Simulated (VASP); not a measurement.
# W (Pm-3m) in VASP: further runs

The runs below take W through single point, with PBE.

Everything below comes from runs of VASP 6.6.1. Logs are shortened: lines on timing, memory, paths and dates and some standing lists are left out, and cuts for length are marked.

## (1) The cell of the first run

It takes space group Pm-3m (No. 221, cubic). Conventional cell: a = 2.500 Å, b = 2.500 Å, c = 2.500 Å, α = 90.00°, β = 90.00°, γ = 90.00°. Within 3.3 Å of W (site symmetry m-3m) lie 6 W at 2.50 Å.

## (2) Single point, PBE

INCAR

```
PREC     = Accurate       # precision mode
ENCUT    = 520            # plane-wave cutoff, eV
EDIFF    = 1E-7           # SCF threshold, eV
ISMEAR   = -1             # smearing method
SIGMA    = 0.08           # smearing width, eV
LREAL    = F              # projectors in reciprocal space
LASPH    = T              # aspherical terms in the spheres
NELM     = 100            # most SCF steps
ALGO     = Normal         # electronic algorithm
ISIF     = 2              # what is computed and relaxed
LWAVE    = F              # write WAVECAR
LCHARG   = F              # write CHGCAR
GGA      = PE             # functional
NBANDS   = 13             # bands
```

KPOINTS

```
Automatic mesh
0
Gamma
  15 15 15
```

POSCAR

```
W
1.0
    2.4997066854      0.0000000000      0.0000000000
    0.0000000000      2.4997066854      0.0000000000
    0.0000000000      0.0000000000      2.4997066854
W
1
Direct
    0.0000000000      0.0000000000      0.0000000000
```

Potentials or basis: VASP PAW PBE potentials, release 64 (W_sv).

Run with:

```
$ cat potpaw_PBE.64/W_sv/POTCAR > POTCAR
$ mpirun -np 1 vasp_std > vasp.out
```

OUTCAR:

```text
PREC = Accurate
   ENCUT = 520
   EDIFF = 1E-7
   ISMEAR = -1
   LREAL = F
   LASPH = T
   NELM = 100
   ISIF = 2
   GGA = PE

 ion  position               nearest neighbor table
   1  0.000  0.000  0.000-

  LATTYP: Found a simple cubic cell.
 ALAT       =     2.4997066854

  Lattice vectors:

 A1 = (   2.4997066854,   0.0000000000,   0.0000000000)
 A2 = (   0.0000000000,   2.4997066854,   0.0000000000)
 A3 = (   0.0000000000,   0.0000000000,   2.4997066854)

Analysis of symmetry for initial positions (statically):
=====================================================================
 Subroutine PRICEL returns:
 Original cell was already a primitive cell.

 Routine SETGRP: Setting up the symmetry group for a
 simple cubic supercell.

 Subroutine GETGRP returns: Found 48 space group operations
 (whereof 48 operations were pure point group operations)
 out of a pool of 48 trial point group operations.

The static configuration has the point symmetry O_h .

Analysis of symmetry for dynamics (positions and initial velocities):
=====================================================================
 Subroutine PRICEL returns:
 Original cell was already a primitive cell.

 Routine SETGRP: Setting up the symmetry group for a
 simple cubic supercell.

 Subroutine GETGRP returns: Found 48 space group operations
 (whereof 48 operations were pure point group operations)
 out of a pool of 48 trial point group operations.

The dynamic configuration has the point symmetry O_h .

 Subroutine INISYM returns: Found 48 space group operations
 (whereof 48 operations are pure point group operations),
 and found     1 'primitive' translations

----------------------------------------------------------------------------------------

                                     Primitive cell

  volume of cell :      15.6195

  direct lattice vectors                    reciprocal lattice vectors
     2.499706685  0.000000000  0.000000000     0.400046936  0.000000000  0.000000000
     0.000000000  2.499706685  0.000000000     0.000000000  0.400046936  0.000000000
     0.000000000  0.000000000  2.499706685     0.000000000  0.000000000  0.400046936

  length of vectors
     2.499706685  2.499706685  2.499706685     0.400046936  0.400046936  0.400046936

  position of ions in fractional coordinates (direct lattice)
     0.000000000  0.000000000  0.000000000

  ion indices of the primitive-cell ions
   primitive index   ion index
                 1           1

----------------------------------------------------------------------------------------

 KPOINTS: Automatic mesh

Automatic generation of k-mesh.
 Grid dimensions read from file:
 generate k-points for:   15   15   15

 Generating k-lattice:

  Cartesian coordinates                     Fractional coordinates (reciprocal lattice)
     0.026669796  0.000000000  0.000000000     0.066666667  0.000000000  0.000000000
     0.000000000  0.026669796  0.000000000     0.000000000  0.066666667  0.000000000
     0.000000000  0.000000000  0.026669796     0.000000000  0.000000000  0.066666667

  Length of vectors
     0.026669796  0.026669796  0.026669796

  Shift w.r.t. Gamma in fractional coordinates (k-lattice)
     0.000000000  0.000000000  0.000000000

 Subroutine IBZKPT returns following result:
 ===========================================

 Found    120 irreducible k-points:

 Following reciprocal coordinates:
            Coordinates               Weight
  0.000000  0.000000  0.000000      1.000000
  0.066667  0.000000  0.000000      6.000000
  0.133333  0.000000  0.000000      6.000000
  0.200000  0.000000  0.000000      6.000000
  0.266667  0.000000  0.000000      6.000000
  0.333333  0.000000  0.000000      6.000000
[... 16 lines left out ...]
  0.266667  0.200000  0.000000     24.000000
  0.333333  0.200000  0.000000     24.000000
 [... further k-points ...]
   k-points           NKPTS =    120   k-points in BZ     NKDIM =    120   number of bands    NBANDS=     13
   number of dos      NEDOS =    301   number of ions     NIONS =      1
   total plane-waves  NPLWV =   8000
   dimension x,y,z NGX =    20 NGY =   20 NGZ =   20
   dimension x,y,z NGXF=    40 NGYF=   40 NGZF=   40
   ions per type =               1
   NGX,Y,Z   is equivalent  to a cutoff of  13.30, 13.30, 13.30 a.u.
   NGXF,Y,Z  is equivalent  to a cutoff of  26.60, 26.60, 26.60 a.u.
 SYSTEM =  unknown system
   PREC   = accura    normal or accurate (medium, high low for compatibility)
   ISTART =      0    job   : 0-new  1-cont  2-samecut
   ICHARG =      2    charge: 1-file 2-atom 10-const
   ISPIN  =      1    spin polarized calculation?
   LNONCOLLINEAR =      F non collinear calculations
   LSORBIT =      F    spin-orbit coupling
   LASPH  =      T    aspherical Exc in radial PAW
   ENCUT  =  520.0 eV  38.22 Ry    6.18 a.u.   4.65  4.65  4.65*2*pi/ulx,y,z
   NELM   =    100;   NELMIN=  2; NELMDL= -5     # of ELM steps
   EDIFF  = 0.1E-06   stopping-criterion for ELM
   LREAL  =      F    real-space projection
   EDIFFG = 0.1E-05   stopping-criterion for IOM
   NSW    =      0    number of steps for IOM
   IBRION =     -1    ionic relax: 0-MD 1-quasi-New 2-CG
   NFREE  =      0    steps in history (QN), initial steepest desc. (CG)
   ISIF   =      2    stress and relaxation
   ISYM   =      2    0-nonsym 1-usesym 2-fastsym
   POTIM  = 0.5000    time-step for ionic-motion
   TEBEG  =    0.0;   TEEND  =   0.0 temperature during run
   PSTRESS=    0.0 pullay stress
   NELECT =      14.0000    total number of electrons
   NUPDOWN=      -1.0000    fix difference up-down
   EMIN   =  10.00;   EMAX   =-10.00  energy-range for DOS
   EFERMI =   0.00;   METHOD = LEGACY
   ISMEAR =    -1;   SIGMA  =   0.08  broadening in eV -4-tet -1-fermi 0-gaus
   EFERMI_NEDOS =   21; number of points for ismear=-14 and -15
   IALGO  =     38    algorithm
   IMIX   =      4    mixing-type and parameters
     AMIX     =   0.40;   BMIX     =  1.00
     AMIX_MAG =   1.60;   BMIX_MAG =  1.00
  volume/ion in A,a.u.               =      15.62       105.41
  Fermi-wavevector in a.u.,A,eV,Ry     =   1.578441  2.982822 33.898605  2.491477
  Thomas-Fermi vector in A             =   2.678972
   LORBIT       =      0    0 simple, 1 ext, 2 COOP (PROOUT), +10 PAW based schemes
   GGA     = PE    functional components
   LHFCALC =     F    Hartree Fock is set to
   AEXX    =    0.0000 exact exchange contribution
   IVDW    =     0    specifies the selected vdW correction
   LEPSILON=     F    determine dielectric tensor
   LRPA    =     F    only Hartree local field effects (RPA)
 non-spin polarized calculation
  energy-cutoff  :      520.00
  volume of cell :       15.62
 maximum number of plane-waves:       441
 NGX is ok and might be reduce to    20
   NGX =  9   NGY =  9   NGZ =  9

 number of electron      13.9999996 magnetization

 Free energy of the ion-electron system (eV)
  ---------------------------------------------------
  ext. energy  EPLUGINS =         0.00000000
  ---------------------------------------------------
  free energy    TOTEN  =       -11.11997469 eV

  energy without entropy =      -11.09316318  energy(sigma->0) =      -11.10656894

 E-fermi :  11.4841     XC(G=0): -13.5734

 val. band max:       11.4710177310   @ k =   0.4667   0.2667   0.0667
 cond. band min:      11.4913699581   @ k =   0.4667   0.2667   0.0000
 fundamental gap:      0.0203522271
 Fermi energy:        11.4841358348

 k-point     1 :       0.0000    0.0000    0.0000
  band No.  band energies     occupation
      1     -62.4773      2.00000
      2     -25.8014      2.00000
      3     -25.8014      2.00000
      4     -25.8014      2.00000
      5       2.1709      2.00000
      6       6.2926      2.00000
      7       6.2926      2.00000
      8      17.3749      0.00000
      9      17.3749      0.00000
     10      17.3749      0.00000
     11      27.6664      0.00000
     12      27.6664      0.00000
     13      27.6664      0.00000

 k-point     2 :       0.0667    0.0000    0.0000
  band No.  band energies     occupation
      1     -62.4695      2.00000
      2     -25.8999      2.00000
      3     -25.7933      2.00000
      4     -25.7933      2.00000
      5       2.3439      2.00000
      6       6.3380      2.00000
      7       6.4940      2.00000
      8      17.0485      0.00000
      9      17.0485      0.00000
     10      17.3968      0.00000
     11      26.8079      0.00000
     12      28.0622      0.00000
     13      28.0622      0.00000

 k-point     3 :       0.1333    0.0000    0.0000
  band No.  band energies     occupation
      1     -62.4474      2.00000
      2     -26.1721      2.00000
      3     -25.7701      2.00000
      4     -25.7701      2.00000
      5       2.8146      2.00000
      6       6.4690      2.00000
      7       7.0962      2.00000
      8      16.2353      0.00000
      9      16.2353      0.00000
     10      17.4591      0.00000
     11      25.0871      0.00000
     12      29.0647      0.00000
     13      29.0647      0.00000
[... 305 lines left out ...]
 k-point    23 :       0.2667    0.2000    0.0000
  band No.  band energies     occupation
      1     -62.3154      2.00000
      2     -26.8963      2.00000
      3     -26.4279      2.00000
      4     -25.6324      2.00000
      5       5.3621      2.00000
      6       7.9854      2.00000
      7       9.8563      2.00000
      8      12.5414      0.00000
      9      14.5017      0.00000
     10      15.7495      0.00000
     11      23.9545      0.00000
     12      26.6519      0.00000
     13      30.6785      0.00000

 k-point    24 :       0.3333    0.2000    0.0000
  band No.  band energies     occupation
      1     -62.2796      2.00000
      2     -27.2762      2.00000
      3     -26.3824      2.00000
      4     -25.5949      2.00000
      5       5.9836      2.00000
      6       8.0756      2.00000
      7      10.0105      2.00000
      8      13.1893      0.00000
      9      13.7484      0.00000
     10      15.8703      0.00000
     11      22.8958      0.00000
     12      27.5876      0.00000
     13      29.7333      0.00000

 [... further k-points ...]

------------------------ aborting loop because EDIFF is reached ----------------------------------------

  FORCE on cell =-STRESS in cart. coord.  units (eV):
  Direction    XX          YY          ZZ          XY          YZ          ZX
  --------------------------------------------------------------------------------------
  -------------------------------------------------------------------------------------
  Total        4.9481353      4.9481353      4.9481353     -0.0000000      0.0000000     -0.0000000
  in kB      507.5572021    507.5572021    507.5572021     -0.0000000      0.0000000     -0.0000000
  external PRESSURE =     507.5572021 kB  Pullay stress =       0.0000000 kB

 VOLUME and BASIS-vectors are now :
 -----------------------------------------------------------------------------
  energy-cutoff  :      520.00
  volume of cell :       15.62
      direct lattice vectors                 reciprocal lattice vectors
     2.499706685  0.000000000  0.000000000     0.400046936  0.000000000  0.000000000
     0.000000000  2.499706685  0.000000000     0.000000000  0.400046936  0.000000000
     0.000000000  0.000000000  2.499706685     0.000000000  0.000000000  0.400046936

 POSITION                                       TOTAL-FORCE (eV/Angst)
 -----------------------------------------------------------------------------------
      0.00000      0.00000      0.00000         0.000000      0.000000      0.000000
 -----------------------------------------------------------------------------------
    total drift:                                0.000000      0.000000      0.000000

  FREE ENERGIE OF THE ION-ELECTRON SYSTEM (eV)
  ---------------------------------------------------
  free  energy   TOTEN  =       -11.1199746949 eV

  energy  without entropy=      -11.0931631833  energy(sigma->0) =      -11.10656894
```

It took 7.3 s on 1 thread of Intel Xeon 6975P-C (Granite Rapids), shared host; peak memory 0.13 GiB.

What came out:

```yaml
Free_energy: -11.1200 eV
Pressure: 50.8 GPa
Band_gap_on_the_k_mesh: zero (band 7 reaches 13.69 eV, above the bottom of band 8 at 10.45 eV)
```

Caveat: spin-orbit coupling is left out, which moves the levels of the heavy elements.

## (3) Single point, PBE

INCAR

```
SYSTEM = W
PREC = Accurate ; ENCUT = 520
EDIFF = 1E-7 ; ISMEAR = -1
SIGMA = 0.08 ; LREAL = .False.
LASPH = .True. ; NELM = 60
ALGO = Normal ; ISIF = 2
LWAVE = .False. ; LCHARG = .False.
GGA = PE ; NBANDS = 13
```

KPOINTS

```
Automatic mesh
0
Gamma
  15 15 15
  0 0 0
```

POSCAR

```
W
1.0
    2.4993408686      0.0000000000      0.0000000000
    0.0000000000      2.4993408686      0.0000000000
    0.0000000000      0.0000000000      2.4993408686
W
1
Direct
    0.0000000000      0.0000000000      0.0000000000
```

Potentials or basis: VASP PAW PBE potentials, release 64 (W_sv).

Run with:

```
$ cat potpaw_PBE.64/W_sv/POTCAR > POTCAR
$ mpirun -np 1 vasp_std > vasp.out
```

Wall time 7.5 s (1 thread of Intel Xeon 6975P-C (Granite Rapids), shared host); peak memory 0.13 GiB.

Results (log left out):

| Quantity | Value |
| --- | --- |
| Free energy | -11.1178 eV |
| Pressure | 50.9 GPa |
| Band gap on the k mesh | zero (band 7 reaches 13.70 eV, above the bottom of band 8 at 10.46 eV) |

Levels at points of the mesh, in eV from the Fermi level:
```
           k point  band 4  band 5  band 6  band 7  band 8  band 9  band 10  band 11
(0.00, 0.00, 0.00)  -37.28   -9.32   -5.19   -5.19    5.89    5.89     5.89    16.19
```

Caveat: spin-orbit coupling is left out, which moves the levels of the heavy elements.
